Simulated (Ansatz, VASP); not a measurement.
## Tl in VASP and in Ansatz

File POSCAR:

```
Tl
1.0
    3.5390101918      0.0000000000      0.0000000000
   -1.7695050959      3.0648727304      0.0000000000
    0.0000000000      0.0000000000      5.5624920705
Tl
2
Direct
    0.3333333333      0.6666666667      0.2500000000
    0.6666666667      0.3333333333      0.7500000000
```

Contents of INCAR.step1:

```
SYSTEM = Tl
PREC = Accurate
ENCUT = 520
ISMEAR = -1
SIGMA = 0.1
LREAL = .FALSE.
LASPH = .TRUE.
NELM = 60
NBANDS = 20
GGA = PE
ALGO = Normal
EDIFF = 1E-4
LWAVE = .TRUE.
LCHARG = .FALSE.
```

The input INCAR.step2:

```
SYSTEM = Tl
PREC = Accurate
ENCUT = 520
EDIFF = 1E-6
ISMEAR = -1
SIGMA = 0.1
LREAL = .FALSE.
LASPH = .TRUE.
NELM = 60
ALGO = Normal
ISIF = 2
LWAVE = .FALSE.
LCHARG = .FALSE.
METAGGA = R2SCAN
LMIXTAU = .TRUE.
NBANDS = 20
ISTART = 1
```

KPOINTS

```
regular mesh
0
G
  15 15 8
  0 0 0
```

Input for Ansatz:

```yaml
crystal:
  lattice:
    - [3.5390101918, 0.0, 0.0]
    - [-1.7695050959, 3.0648727304, 0.0]
    - [0.0, 0.0, 5.5624920705]
  atoms:
    - { symbol: Tl, position: [0.3333333333, 0.6666666667, 0.25] }
    - { symbol: Tl, position: [0.6666666667, 0.3333333333, 0.75] }
hamiltonian:
  xc: r2scan
  pseudopotentials:
    kind: paw
    azcp:
      Tl: "pseudopotentials/Tl.paw.azcp"
basis:
  ecutwfc: 500
  fft_grid_basis: typed
kpoints:
  mp_grid: { grid: [15, 15, 8], shift: [0, 0, 0] }
magnetization:
  spin_polarized: false
scf:
  occupations: { method: fermi_dirac, width: 0.1 }
  lower_state_search: "off"
output:
  stress: true
  write_density: true
  write_potential: true
  elf: true
  volumetric_format: npy
```

Alike in both runs: task single point; functional r2SCAN; k mesh 15 × 15 × 8; occupations fermi-dirac, width 0.1 eV; no spin polarisation.

|  | VASP | Ansatz |
| --- | --- | --- |
| version | VASP 6.6.1 | Ansatz 0.2.0 |
| potentials or method | VASP PAW PBE potentials, release 64 (Tl_d), cutoff 520 eV | plane waves (500 eV) with PAW, scalar-relativistic |
| valence electrons in the cell | 26 | 26 |

VASP gave:

* pressure (GPa): -0.1
* traceless stress, the component that is largest in VASP (GPa): -0.10

Question: Estimate Ansatz's values.

Answer: Pressure (GPa): 0.0; traceless stress, the component that is largest in VASP (GPa): -0.10.

VASP's potentials were made for PBE, not for r2SCAN.

Spin-orbit coupling is off throughout.
